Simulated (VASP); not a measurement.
Wanted: the native input for a VASP 6.6.1 run.

* Task: single point
* Functional: PBEsol
* Potentials or basis: VASP PAW PBE potentials, release 64 (Co, Ti_sv)
* Cutoff: 520 eV
* k mesh: 8 × 8 × 8
* Occupations: fermi-dirac, width 0.05 eV
* Spin: collinear spin, zero start
* Starting moments: [0.0, 0.0] μB
* Fixed moment: 0 μB
* Dipole correction: no
* Further INCAR settings: ALGO = Normal; EDIFF = 1e-06; NBANDS = 22

The structure of TiCo lies in POSCAR:

```
TiCo
1.0
    2.9861109900      0.0000000000      0.0000000000
    0.0000000000      2.9861109900      0.0000000000
    0.0000000000      0.0000000000      2.9861109900
Co Ti
1 1
Direct
    0.5000000000      0.5000000000      0.5000000000
    0.0000000000      0.0000000000      0.0000000000
```

These files were run (other wordings do the same):

INCAR

```
ALGO = Normal
EDIFF = 1E-6
ENCUT = 520
GGA = PS
ISIF = 2
ISMEAR = -1
ISPIN = 2
LASPH = T
LCHARG = F
LMAXMIX = 4
LORBIT = 11
LREAL = F
LWAVE = F
MAGMOM = 0 0
NBANDS = 22
NELM = 150
NUPDOWN = 0.0
PREC = Accurate
SIGMA = 0.05
```

KPOINTS

```
k-points
0
Gamma
  8 8 8
```

Potentials or basis: VASP PAW PBE potentials, release 64 (Co, Ti_sv).

Launch:

```sh
$ cat potpaw_PBE.64/Co/POTCAR potpaw_PBE.64/Ti_sv/POTCAR > POTCAR
$ mpirun -np 1 vasp_std > vasp.out
```

It gave:

| Property | Result |
| --- | --- |
| Pressure | -9.8 GPa |
| Net moment | 0.00 μB per cell |
| Valence electrons inside the program's atomic spheres | Co 8.31; Ti 10.28 |

Caveat: the PAW data sets were made with another functional, which shifts forces and pressure a little; the total moment is fixed, so each spin has its own Fermi level.

Wall time 15 s on 1 thread of Intel(R) Xeon(R) 6975P-C (Granite Rapids), with other jobs on the host, peak memory 0.16 GiB.
